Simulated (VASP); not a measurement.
The system is HfB2.

```xyz
3
Lattice="3.1400 0.0000 0.0000 -1.5700 2.7193 0.0000 0.0000 0.0000 3.4800" Properties=species:S:1:pos:R:3 pbc="T T T"
Hf    0.0000    0.0000    0.0000
B     1.5700    0.9064    1.7400
B     0.0000    1.8129    1.7400
```

- Program: VASP 6.6.1
- Task: relaxation of cell and atoms
- Functional: PBE
- Potentials or basis: VASP PAW PBE potentials, release 64 (Hf_pv, B)
- Cutoff: 600 eV
- k mesh: 10 × 10 × 8
- Occupations: fermi-dirac, width 0.05 eV
- Spin: no spin polarisation
- Hubbard terms: Hf d U = 1.0 eV

At the start: pressure 3.8 GPa; volume 9.90 Å³/atom.

Task: Where does the relaxation end?

Result: Over 4 steps the energy falls by 2.0 meV/atom and the volume is 10.06 Å³/atom (+1.6 %); space group P6/mmm (No. 191, to 0.1 Å) before and after.

Step by step:
| step | energy change (eV) | largest force (eV/Å) | pressure (GPa) | volume (Å³) |
| --- | --- | --- | --- | --- |
| 1 | 0.0000 | 0.0000 | 3.84 | 29.71 |
| 2 | 0.0022 | 0.0000 | -4.55 | 30.75 |
| 3 | -0.0058 | 0.0000 | -0.13 | 30.19 |
| 4 | -0.0061 | 0.0000 | -0.01 | 30.18 |

Final structure:
```
CELL_PARAMETERS angstrom
3.15005 0.00000 0.00000
-1.57502 2.72802 0.00000
0.00000 0.00000 3.51172
ATOMIC_POSITIONS crystal
Hf 0.00000 0.00000 0.00000
B 0.66667 0.33333 0.50000
B 0.33333 0.66667 0.50000
```

Caveat: U without spin polarisation on a metal has little footing; the U is typed as a test and isn't derived for this compound.
